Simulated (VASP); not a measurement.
Write the native input for VASP 6.6.1 that does the following.

```
Task                   : relaxation of cell and atoms
Functional             : PBE
Potentials or basis    : VASP PAW PBE potentials, release 64 (Zn)
Cutoff                 : 500 eV
k mesh                 : 13 × 13 × 13
Occupations            : methfessel-paxton, width 0.1 eV
Spin                   : no spin polarisation
Target pressure        : 40 GPa
Dipole correction      : no
Further INCAR settings : ALGO = Normal; EDIFF = 1e-07; IBRION = 2; EDIFFG = -0.03; NSW = 80; ISIF = 3
```

The structure of Zn lies in POSCAR:

```
Zn
1.0
    0.0000000000      2.7100000000      2.7100000000
    2.7100000000      0.0000000000      2.7100000000
    2.7100000000      2.7100000000      0.0000000000
Zn
2
Direct
    1.0000000000      1.0000000000      1.0000000000
    0.2500000000      0.2500000000      0.2500000000
```

This isn't the form of Zn at room conditions, which is hcp.

These files were run (other wordings do the same):

INCAR

```
ALGO     = Normal         # electronic algorithm
EDIFF    = 1E-7           # SCF threshold, eV
EDIFFG   = -0.03          # ionic threshold
ENCUT    = 500            # plane-wave cutoff, eV
GGA      = PE             # functional
GGA_COMPAT= False        
IBRION   = 2              # ionic algorithm
ISIF     = 3              # what is computed and relaxed
ISMEAR   = 1              # smearing method
LASPH    = True           # aspherical terms in the spheres
LCHARG   = False          # write CHGCAR
LREAL    = False          # projectors in reciprocal space
LWAVE    = False          # write WAVECAR
NELM     = 120            # most SCF steps
NELMIN   = 4            
NSW      = 80             # ionic steps
PREC     = Accurate       # precision mode
PSTRESS  = 400.0        
SIGMA    = 0.1            # smearing width, eV
```

KPOINTS

```
k-points
0
Gamma
  13 13 13
```

Potentials or basis: VASP PAW PBE potentials, release 64 (Zn).

The run is started by

```console
$ cat potpaw_PBE.64/Zn/POTCAR > POTCAR
$ mpirun -np 1 vasp_std > vasp.out
```

Results of the run:

```json
{
 "Relaxed volume": "15.59 Å³/atom",
 "Relaxed cell": "a = 3.533 Å, b = 3.533 Å, c = 3.533 Å, α = 60.00°, β = 60.00°, γ = 60.00°",
 "Space group after relaxing (to 0.1 Å)": "Fd-3m (No. 227)",
 "Energy change on relaxing (the run minimises the enthalpy)": "+600.8 meV/atom",
 "Ionic steps": "5",
 "Pressure after relaxing": "40.0 GPa",
 "Band gap on the k mesh": "zero (bands 12 and 13 overlap by 9.26 eV)"
}
```

Caveat: the cell is relaxed towards a set pressure, so the run minimises the enthalpy, not the energy; the volume moved by over 15 % at a fixed basis, so the end points are rough.

Wall time 2.6 min on 1 thread of Intel(R) Xeon(R) 6975P-C (Granite Rapids), on a shared host, peak memory 0.18 GiB.
